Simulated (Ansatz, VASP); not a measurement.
**Au in VASP and in Ansatz**

The input INCAR:

```
PREC = Accurate
ENCUT = 500
EDIFF = 1E-6
ISMEAR = 0
SIGMA = 0.05
LREAL = False
LASPH = True
NELM = 120
ALGO = Normal
ISIF = 2
LWAVE = False
LCHARG = False
GGA = PS
NBANDS = 12
GGA_COMPAT = False
```

Contents of KPOINTS:

```
regular mesh
0
Gamma
  14 14 14
```

POSCAR

```
Au
1.0
    0.0000000000      2.0400000000      2.0400000000
    2.0400000000      0.0000000000      2.0400000000
    2.0400000000      2.0400000000      0.0000000000
Au
1
Direct
    0.0000000000      0.0000000000      0.0000000000
```

Input for Ansatz:

```yaml
crystal:
  lattice:
    - [0.0, 2.04, 2.04]
    - [2.04, 0.0, 2.04]
    - [2.04, 2.04, 0.0]
  atoms:
    - { symbol: Au, position: [0.0, 0.0, 0.0] }
basis:
  ecutwfc: 420
  ecutrho_ratio: 4
kpoints:
  mp_grid: { grid: [14, 14, 14] }
hamiltonian:
  xc: pbesol
scf:
  occupations: { method: gaussian, width: 0.05 }
output:
  forces: true
  stress: true
  eigenvalues: true
```

Alike in both runs: task single point; functional PBEsol; k mesh 14 × 14 × 14; occupations gaussian, width 0.05 eV; no spin polarisation.

```csv
,VASP,Ansatz
version,VASP 6.6.1,Ansatz 0.2.0
potentials or method,"VASP PAW PBE potentials, release 64 (Au), cutoff 500 eV","scalar-relativistic, plane waves, PAW"
valence electrons in the cell,11,19
```

```tsv
	VASP	Ansatz	Ansatz less VASP
gap on the k mesh at the Fermi level (eV)	none	none	-
pressure (GPa)	0.1	0.4	+0.30
```

VASP's potentials were made for PBE, not for PBEsol. A gap of «none» marks a metal or a gap that the smearing closes. VASP's potentials hold 11 valence electrons a cell and Ansatz's 19, so a difference there can come from the potentials and not from the codes.

Neither program's run includes spin-orbit coupling.
